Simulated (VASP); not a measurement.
Input of a VASP 6.6.1 run:

File POSCAR:

```
SnSe2
1.0
    1.9122916090      1.1040620752      6.3350940106
   -1.9122916090      1.1040620752      6.3350940106
    0.0000000000     -2.2081241505      6.3350940106
Sn Se
1 2
Direct
    0.0000000000      0.0000000000      0.0000000000
    0.2505568934      0.2505568934      0.2505568934
    0.7494431066      0.7494431066      0.7494431066
```

The input INCAR.step1:

```
SYSTEM = SnSe2
ALGO     = Normal         ! electronic algorithm
EDIFF    = 1E-4           ! SCF threshold, eV
ENCUT    = 520            ! plane-wave cutoff, eV
GGA      = PE             ! functional
ISMEAR   = 0              ! smearing method
LASPH    = .TRUE.         ! aspherical terms in the spheres
LCHARG   = .FALSE.        ! write CHGCAR
LREAL    = .FALSE.        ! projectors in reciprocal space
LWAVE    = .TRUE.         ! write WAVECAR
NBANDS   = 20             ! bands
NELM     = 100            ! most SCF steps
PREC     = Accurate       ! precision mode
SIGMA    = 0.01           ! smearing width, eV
```

File INCAR.step2:

```
SYSTEM = SnSe2
ALGO     = Normal         ! electronic algorithm
EDIFF    = 1E-6           ! SCF threshold, eV
ENCUT    = 520            ! plane-wave cutoff, eV
ISIF     = 2              ! what is computed and relaxed
ISMEAR   = 0              ! smearing method
ISTART   = 1            
IVDW     = 13             ! dispersion correction
LASPH    = .TRUE.         ! aspherical terms in the spheres
LCHARG   = .FALSE.        ! write CHGCAR
LMIXTAU  = .TRUE.       
LREAL    = .FALSE.        ! projectors in reciprocal space
LWAVE    = .FALSE.        ! write WAVECAR
METAGGA  = R2SCAN         ! meta-GGA
NBANDS   = 20             ! bands
NELM     = 100            ! most SCF steps
PREC     = Accurate       ! precision mode
SIGMA    = 0.01           ! smearing width, eV
VDW_A1   = 0.51559235   
VDW_A2   = 5.77342911   
VDW_S6   = 1.0          
VDW_S8   = 0.6018749
```

File KPOINTS:

```
k-points
0
G
  6 6 6
  0 0 0
```

Potentials or basis: VASP PAW PBE potentials, release 64 (Sn_d, Se).

The run is started by

```sh
$ cat potpaw_PBE.64/Sn_d/POTCAR potpaw_PBE.64/Se/POTCAR > POTCAR
$ cp INCAR.step1 INCAR
$ mpirun -np 1 vasp_std > vasp.out
$ cp INCAR.step2 INCAR
$ mpirun -np 1 vasp_std > vasp.out
```

Task: Predict the largest force.

Result: 0.015 eV/Å.

Task: Estimate the pressure.

Result: 0.2 GPa.

Task: What does it give for the band gap on the k mesh?

Result: 0.58 eV (least direct gap 0.82 eV).

Task: Predict the dispersion energy per atom.

Result: -0.133 eV.

Forces on the atoms (eV/Å):
```
Sn   0.000  0.000  0.000
Se   0.000  0.000  0.015
Se   0.000  0.000 -0.015
```

Caveat: the PAW data sets were made with another functional, which shifts forces and pressure a little; spin-orbit coupling is left out, which moves the levels of the heavy elements. A k mesh can miss the band edges.
